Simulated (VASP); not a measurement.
Runs of VASP 6.6.1 on Mn. The structure is that of space group Fd-3m (No. 227), or close to it. The cells are those of the table. 

```csv
task,spin,cell,k mesh,cutoff (eV),smearing,gap on the mesh (eV),pressure (GPa),moment (μB),relaxed volume (Å³/atom)
single point,off,"a = 3.399 Å, angles 60.0°, 2 atoms",12 × 12 × 12,520,fermi-dirac 0.1 eV,none,(b),-,-
relaxation of cell and atoms,"collinear, antiferromagnetic start","relaxed from a = 3.553 Å, angles 60.0°, 2 atoms",11 × 11 × 11,600,fermi-dirac 0.05 eV,none,0.0,0.00,17.70
single point,off,"a = 3.547 Å, angles 60.0°, 2 atoms",11 × 11 × 11,520,fermi-dirac 0.1 eV,none,0.5,-,-
single point,"collinear, antiferromagnetic start","a = 3.820 Å, angles 60.0°, 2 atoms",12 × 12 × 12,520,fermi-dirac 0.05 eV,none,(a),0.00,-
single point,off,"a = 3.547 Å, angles 60.0°, 2 atoms",18 × 18 × 18,520,fermi-dirac 0.1 eV,none,0.5,-,-
single point,"collinear, antiferromagnetic start","a = 3.774 Å, angles 60.0°, 2 atoms",12 × 12 × 12,520,fermi-dirac 0.05 eV,none,-3.0,0.00,-
single point,off,"a = 3.499 Å, angles 60.0°, 2 atoms",12 × 12 × 12,520,fermi-dirac 0.1 eV,none,6.5,-,-
relaxation of cell and atoms,off,"relaxed from a = 3.553 Å, angles 60.0°, 2 atoms",11 × 11 × 11,600,fermi-dirac 0.1 eV,none,0.0,-,15.83
```

Alike in all rows: level BLYP; potentials or basis VASP PAW PBE potentials, release 64 (Mn_pv).

Task: Estimate the missing entries.

Result: (a) -3.9; (b) 23.1.

Caveats: the PAW data sets were made with another functional, which shifts forces and pressure a little.

A gap of «none» marks levels without a gap at the run's occupations.
